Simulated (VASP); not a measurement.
# AlN (P1) in VASP: relaxation of cell and atoms with PBE

Aim: the relaxation of cell and atoms of AlN with PBE.

All numbers are computed with VASP 6.6.1; they aren't measurements. Logs are shortened: lines on timing, memory, paths and dates and some standing lists are left out, and cuts for length are marked.

## 1. The cell of the first run

The typed cell holds 8 atoms: a = 3.130 Å, b = 5.018 Å, c = 5.422 Å, α = 90.00°, β = 90.00°, γ = 90.00°.

## 2. Relaxation of cell and atoms, PBE

Input file INCAR:

```
  PREC = Accurate
  ENCUT = 600
  EDIFF = 1E-6
  ISMEAR = 0
  SIGMA = 0.05
  LREAL = F
  LASPH = T
  NELM = 100
  ALGO = Normal
  ISIF = 3
  LWAVE = F
  LCHARG = F
  GGA = PE
  IBRION = 2
  NSW = 100
  EDIFFG = -0.01
```

Input file KPOINTS:

```
Automatic mesh
0
Gamma
  8 4 4
```

Input file POSCAR:

```
AlN
1.0
   -3.1302395626      0.0000000000      0.0000000000
    0.0000000000      0.0000000000     -5.0179796547
    0.0000000000     -5.4217339622      0.0000000000
Al N
4 4
Direct
    0.5234193132      1.0088376099      0.1621348533
    0.0234193132      1.0088376099      0.6621348533
    0.0234193132      0.5088376099      0.3288015199
    0.5234193132      0.5088376099      0.8288015199
    0.5234193132      0.6272950449      0.1621348533
   -0.1639351922      0.5427644257      0.6983893608
    0.0234193132      0.1272950449      0.3288015199
    0.5234193132      0.1272950449      0.8288015199
```

Potentials or basis: VASP PAW PBE potentials, release 64 (Al, N).

The run is started by

```console
$ cat potpaw_PBE.64/Al/POTCAR potpaw_PBE.64/N/POTCAR > POTCAR
$ mpirun -np 1 vasp_std > vasp.out
```

OUTCAR:

```text
PREC = Accurate
   ENCUT = 600
   EDIFF = 1E-6
   ISMEAR = 0
   LREAL = F
   LASPH = T
   NELM = 100
   ISIF = 3
   GGA = PE
   IBRION = 2
   NSW = 100
   EDIFFG = -0.01

 ion  position               nearest neighbor table
   1  0.523  0.009  0.162-   7 1.90   7 1.90   8 1.90   5 1.91   3 3.09   3 3.09   3 3.09   3 3.09
                             4 3.09   4 3.09   2 3.13   2 3.13   2 3.13   2 3.13
   2  0.023  0.009  0.662-   8 1.90   8 1.90   7 1.90   6 2.42   4 3.09   4 3.09   4 3.09   4 3.09
                             3 3.09   3 3.09   1 3.13   1 3.13   1 3.13   1 3.13
   3  0.023  0.509  0.329-   5 1.90   5 1.90   7 1.91   6 2.09   1 3.09   1 3.09   1 3.09   1 3.09
                             2 3.09   2 3.09   4 3.13   4 3.13   4 3.13   4 3.13
   4  0.523  0.509  0.829-   6 1.22   5 1.90   8 1.91   6 2.27   2 3.09   2 3.09   2 3.09   2 3.09
                             1 3.09   1 3.09   3 3.13   3 3.13   3 3.13   3 3.13
   5  0.523  0.627  0.162-   3 1.90   3 1.90   4 1.90   1 1.91
   6  0.836  0.543  0.698-   4 1.22   3 2.09   4 2.27   2 2.42
   7  0.023  0.127  0.329-   1 1.90   1 1.90   2 1.90   3 1.91
   8  0.523  0.127  0.829-   2 1.90   2 1.90   1 1.90   4 1.91

 -----------------------------------------------------------------------------
|                                                                             |
|           W    W    AA    RRRRR   N    N  II  N    N   GGGG   !!!           |
|           W    W   A  A   R    R  NN   N  II  NN   N  G    G  !!!           |
|           W    W  A    A  R    R  N N  N  II  N N  N  G       !!!           |
|           W WW W  AAAAAA  RRRRR   N  N N  II  N  N N  G  GGG   !            |
|           WW  WW  A    A  R   R   N   NN  II  N   NN  G    G                |
|           W    W  A    A  R    R  N    N  II  N    N   GGGG   !!!           |
|                                                                             |
|     The distance between some ions is very small. Please check the          |
|     nearest-neighbor list in the OUTCAR file.                               |
|     I HOPE YOU KNOW WHAT YOU ARE DOING!                                     |
|                                                                             |
 -----------------------------------------------------------------------------

  LATTYP: Found a simple orthorhombic cell.
 ALAT       =     3.1302395626
 B/A-ratio  =     1.6030656933
 C/A-ratio  =     1.7320508075

  Lattice vectors:

 A1 = (  -3.1302395626,   0.0000000000,   0.0000000000)
 A2 = (   0.0000000000,   0.0000000000,  -5.0179796547)
 A3 = (   0.0000000000,  -5.4217339622,   0.0000000000)

Analysis of symmetry for initial positions (statically):
=====================================================================
 Subroutine PRICEL returns:
 Original cell was already a primitive cell.

 Routine SETGRP: Setting up the symmetry group for a
 simple orthorhombic supercell.

 Subroutine GETGRP returns: Found  1 space group operations
 (whereof  1 operations were pure point group operations)
 out of a pool of  8 trial point group operations.

The static configuration has the point symmetry C_1 .

Analysis of symmetry for dynamics (positions and initial velocities):
=====================================================================
 Subroutine PRICEL returns:
 Original cell was already a primitive cell.

 Routine SETGRP: Setting up the symmetry group for a
 simple orthorhombic supercell.

 Subroutine GETGRP returns: Found  1 space group operations
 (whereof  1 operations were pure point group operations)
 out of a pool of  8 trial point group operations.

The dynamic configuration has the point symmetry C_1 .

 Subroutine INISYM returns: Found  1 space group operations
 (whereof  1 operations are pure point group operations),
 and found     1 'primitive' translations

----------------------------------------------------------------------------------------

                                     Primitive cell

  volume of cell :      85.1618

  direct lattice vectors                    reciprocal lattice vectors
    -3.130239563  0.000000000  0.000000000    -0.319464367  0.000000000  0.000000000
     0.000000000  0.000000000 -5.017979655     0.000000000  0.000000000 -0.199283391
     0.000000000 -5.421733962  0.000000000     0.000000000 -0.184442838  0.000000000

  length of vectors
     3.130239563  5.017979655  5.421733962     0.319464367  0.199283391  0.184442838

  position of ions in fractional coordinates (direct lattice)
     0.523419313  0.008837610  0.162134853
     0.023419313  0.008837610  0.662134853
     0.023419313  0.508837610  0.328801520
     0.523419313  0.508837610  0.828801520
     0.523419313  0.627295045  0.162134853
     0.836064808  0.542764426  0.698389361
     0.023419313  0.127295045  0.328801520
     0.523419313  0.127295045  0.828801520

  ion indices of the primitive-cell ions
   primitive index   ion index
                 1           1
                 2           2
                 3           3
                 4           4
                 5           5
                 6           6
                 7           7
                 8           8

----------------------------------------------------------------------------------------

 KPOINTS: Automatic mesh

Automatic generation of k-mesh.
 Grid dimensions read from file:
 generate k-points for:    8    4    4

 Generating k-lattice:

  Cartesian coordinates                     Fractional coordinates (reciprocal lattice)
    -0.039933046  0.000000000  0.000000000     0.125000000  0.000000000  0.000000000
     0.000000000  0.000000000 -0.049820848     0.000000000  0.250000000  0.000000000
     0.000000000 -0.046110710  0.000000000     0.000000000  0.000000000  0.250000000

  Length of vectors
     0.039933046  0.049820848  0.046110710

  Shift w.r.t. Gamma in fractional coordinates (k-lattice)
     0.000000000  0.000000000  0.000000000

 Subroutine IBZKPT returns following result:
 ===========================================

 Found     68 irreducible k-points:

 Following reciprocal coordinates:
            Coordinates               Weight
  0.000000  0.000000  0.000000      1.000000
  0.125000  0.000000  0.000000      2.000000
  0.250000  0.000000  0.000000      2.000000
  0.375000  0.000000  0.000000      2.000000
  0.500000  0.000000  0.000000      1.000000
  0.000000  0.250000  0.000000      2.000000
[... 16 lines left out ...]
  0.250000  0.000000 -0.250000      2.000000
  0.375000  0.000000  0.250000      2.000000
 [... further k-points ...]
   k-points           NKPTS =     68   k-points in BZ     NKDIM =     68   number of bands    NBANDS=     21
   number of dos      NEDOS =    301   number of ions     NIONS =      8
   total plane-waves  NPLWV =  53760
   dimension x,y,z NGX =    28 NGY =   40 NGZ =   48
   dimension x,y,z NGXF=    56 NGYF=   80 NGZF=   96
   ions per type =               4   4
   NGX,Y,Z   is equivalent  to a cutoff of  14.87, 13.25, 14.72 a.u.
   NGXF,Y,Z  is equivalent  to a cutoff of  29.74, 26.50, 29.44 a.u.
 SYSTEM =  unknown system
   PREC   = accura    normal or accurate (medium, high low for compatibility)
   ISTART =      0    job   : 0-new  1-cont  2-samecut
   ICHARG =      2    charge: 1-file 2-atom 10-const
   ISPIN  =      1    spin polarized calculation?
   LNONCOLLINEAR =      F non collinear calculations
   LSORBIT =      F    spin-orbit coupling
   LASPH  =      T    aspherical Exc in radial PAW
   ENCUT  =  600.0 eV  44.10 Ry    6.64 a.u.   6.25 10.02 10.83*2*pi/ulx,y,z
   NELM   =    100;   NELMIN=  2; NELMDL= -5     # of ELM steps
   EDIFF  = 0.1E-05   stopping-criterion for ELM
   LREAL  =      F    real-space projection
   EDIFFG = -.1E-01   stopping-criterion for IOM
   NSW    =    100    number of steps for IOM
   IBRION =      2    ionic relax: 0-MD 1-quasi-New 2-CG
   NFREE  =      1    steps in history (QN), initial steepest desc. (CG)
   ISIF   =      3    stress and relaxation
   ISYM   =      2    0-nonsym 1-usesym 2-fastsym
   POTIM  = 0.5000    time-step for ionic-motion
   TEBEG  =    0.0;   TEEND  =   0.0 temperature during run
   PSTRESS=    0.0 pullay stress
   NELECT =      32.0000    total number of electrons
   NUPDOWN=      -1.0000    fix difference up-down
   EMIN   =  10.00;   EMAX   =-10.00  energy-range for DOS
   EFERMI =   0.00;   METHOD = LEGACY
   ISMEAR =     0;   SIGMA  =   0.05  broadening in eV -4-tet -1-fermi 0-gaus
   EFERMI_NEDOS =   21; number of points for ismear=-14 and -15
   IALGO  =     38    algorithm
   IMIX   =      4    mixing-type and parameters
     AMIX     =   0.40;   BMIX     =  1.00
     AMIX_MAG =   1.60;   BMIX_MAG =  1.00
  volume/ion in A,a.u.               =      10.65        71.84
  Fermi-wavevector in a.u.,A,eV,Ry     =   1.181345  2.232418 18.987951  1.395575
  Thomas-Fermi vector in A             =   2.317620
   LORBIT       =      0    0 simple, 1 ext, 2 COOP (PROOUT), +10 PAW based schemes
   GGA     = PE    functional components
   LHFCALC =     F    Hartree Fock is set to
   AEXX    =    0.0000 exact exchange contribution
   IVDW    =     0    specifies the selected vdW correction
   LEPSILON=     F    determine dielectric tensor
   LRPA    =     F    only Hartree local field effects (RPA)
 conjugate gradient relaxation of ions
 non-spin polarized calculation
 Gauss-broadening in eV      SIGMA  =   0.05
  energy-cutoff  :      600.00
  volume of cell :       85.16
 maximum number of plane-waves:      2864
 NGX is ok and might be reduce to    28
   NGX = 13   NGY = 21   NGZ = 21

--------------------------------------- Ionic step        1  -------------------------------------------

 number of electron      32.0000001 magnetization

 Free energy of the ion-electron system (eV)
  ---------------------------------------------------
  ext. energy  EPLUGINS =         0.00000000
  ---------------------------------------------------
  free energy    TOTEN  =       -47.12649280 eV

  energy without entropy =      -47.12649280  energy(sigma->0) =      -47.12649280

------------------------ aborting loop because EDIFF is reached ----------------------------------------

  FORCE on cell =-STRESS in cart. coord.  units (eV):
  Direction    XX          YY          ZZ          XY          YZ          ZX
  --------------------------------------------------------------------------------------
  -------------------------------------------------------------------------------------
  Total       38.6105373     19.9115950      1.6822454    -30.9622073     -5.5627588      7.1345561
  in kB      726.3931708    374.6036081     31.6486549   -582.5025358   -104.6540736    134.2248308
  external PRESSURE =     377.5484779 kB  Pullay stress =       0.0000000 kB
[... 1278 lines left out ...]
     20       7.8022      0.00000
     21       8.7082      0.00000

 [... further k-points ...]

[... ionic steps 4 to 62 ...]

--------------------------------------- Ionic step       63  -------------------------------------------

 number of electron      32.0000000 magnetization

------------------------ aborting loop because EDIFF is reached ----------------------------------------
[... 79 lines left out ...]
--------------------------------------- Ionic step       65  -------------------------------------------

 number of electron      32.0000000 magnetization

 Free energy of the ion-electron system (eV)
  ---------------------------------------------------
  ext. energy  EPLUGINS =         0.00000000
  ---------------------------------------------------
  free energy    TOTEN  =       -57.42964410 eV

  energy without entropy =      -57.42964410  energy(sigma->0) =      -57.42964410

 E-fermi :   7.5545     XC(G=0): -10.9971

 val. band max:        7.3473982216   @ k =   0.0000   0.0000   0.0000
 cond. band min:       9.8442910796   @ k =   0.0000   0.0000   0.0000
 fundamental gap:      2.4968928580
 Fermi energy:         7.5545115145
[... 611 lines left out ...]
  FREE ENERGIE OF THE ION-ELECTRON SYSTEM (eV)
  ---------------------------------------------------
  free  energy   TOTEN  =       -57.4296440969 eV

  energy  without entropy=      -57.4296440969  energy(sigma->0) =      -57.42964410

 reached required accuracy - stopping structural energy minimisation
```

Wall time 47 min (1 thread of Intel Xeon 6975P-C (Granite Rapids), shared host); peak memory 0.31 GiB.

Results:

| Property | Result |
| --- | --- |
| Free energy | -57.4296 eV |
| Relaxed volume | 10.39 Å³/atom |
| Relaxed cell | a = 2.953 Å, b = 4.842 Å, c = 5.998 Å, α = 90.18°, β = 104.15°, γ = 89.98° |
| Space group after relaxing (to 0.1 Å) | Cm (No. 8) |
| Pressure after relaxing | 0.0 GPa |
| Largest force after relaxing | 0.010 eV/Å |
| Band gap on the k mesh | 2.50 eV |

Forces in eV/Å, atoms in the order of the input:
```
Al   0.000  0.000  0.005
Al  -0.002  0.002  0.002
Al   0.003  0.000  0.001
Al   0.000 -0.003 -0.001
N    0.001  0.003 -0.009
N    0.001 -0.003 -0.002
N   -0.006 -0.002  0.001
N    0.003  0.003  0.003
```

Final structure:
```
Al N
1.0
    -2.92803    0.38302   -0.00761
     0.01295    0.01429   -4.84169
     0.69975   -5.95715    0.00285
Al N
4 4
Direct
  0.50736 0.99616 0.13967
  0.25272 0.92184 0.63058
  0.62717 0.44090 0.37968
  0.89314 0.45667 0.91072
  0.48896 0.62628 0.10354
  0.75170 0.67951 0.62798
  0.10959 0.15579 0.34516
  0.36936 0.18284 0.86267
```

Levels at points of the mesh, in eV from the valence-band top:
```csv
k point,band 13,band 14,band 15,band 16,band 17,band 18,band 19,band 20
"(0.00, 0.00, 0.00)",-1.10,-0.91,-0.72,0.00,2.50,3.31,5.48,6.98
"(0.50, 0.00, 0.00)",-2.68,-2.40,-2.24,-1.31,3.31,3.57,4.31,5.69
"(0.00, 0.50, 0.00)",-1.53,-1.33,-0.73,-0.32,3.83,4.25,4.72,5.09
"(0.50, 0.50, 0.00)",-2.52,-2.23,-1.54,-1.11,3.86,4.57,5.10,5.41
"(0.00, 0.00, 0.50)",-1.53,-1.28,-0.64,-0.05,4.15,4.31,5.36,6.31
"(0.50, 0.00, 0.50)",-2.67,-2.41,-2.23,-1.31,3.30,3.57,4.31,5.70
"(0.00, 0.50, 0.50)",-1.68,-1.61,-0.61,-0.26,4.52,4.85,5.70,6.11
"(0.50, 0.50, 0.50)",-2.52,-2.24,-1.55,-1.11,3.86,4.56,5.08,5.40
```
